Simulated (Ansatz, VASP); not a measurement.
MnO2: VASP beside Ansatz

```
Mn O
1.0
     0.00000    4.01999    4.01999
     4.01999    0.00000    4.01999
     4.01999    4.01999    0.00000
Mn O
4 8
Direct
  0.12500 0.12500 0.12500
  0.12500 0.12500 0.62500
  0.62500 0.12500 0.12500
  0.12500 0.62500 0.12500
  0.36095 0.36095 0.36095
  0.36095 0.36095 0.91714
  0.91714 0.36095 0.36095
  0.36095 0.91714 0.36095
  0.88905 0.88905 0.33286
  0.88905 0.88905 0.88905
  0.88905 0.33286 0.88905
  0.33286 0.88905 0.88905
```

Alike in both runs: task single point; functional PBEsol; k mesh 5 × 5 × 5; occupations fermi-dirac, width 0.05 eV; collinear spin; fixed moment 16 μB.

```csv
,VASP,Ansatz
version,VASP 6.6.1,Ansatz 0.2.0
potentials or method,"VASP PAW PBE potentials, release 64 (Mn_pv, O)",Ansatz PAW
plane-wave cutoff (eV),520,420
valence electrons in the cell,100,108
```

Ansatz gave:

```
pressure (GPa)                                                : 12.7
rms of the force components (eV/Å)                            : 0.194
net moment per atom (μB)                                      : 1.33
size of the moment on the site where the two differ most (μB) : 2.78
```

What did VASP give for the same quantities?

Pressure (GPa): 13.6; rms of the force components (eV/Å): 0.232; net moment per atom (μB): 1.33; size of the moment on the site where the two differ most (μB): 3.15.

VASP's potentials were made for PBE, not for PBEsol. Site moments also hang on the region over which each program counts them. Atom by atom the forces differ by 0.038 eV/Å (rms over components). VASP's potentials hold 100 valence electrons a cell and Ansatz's 108, so a difference there can come from the potentials and not from the codes.
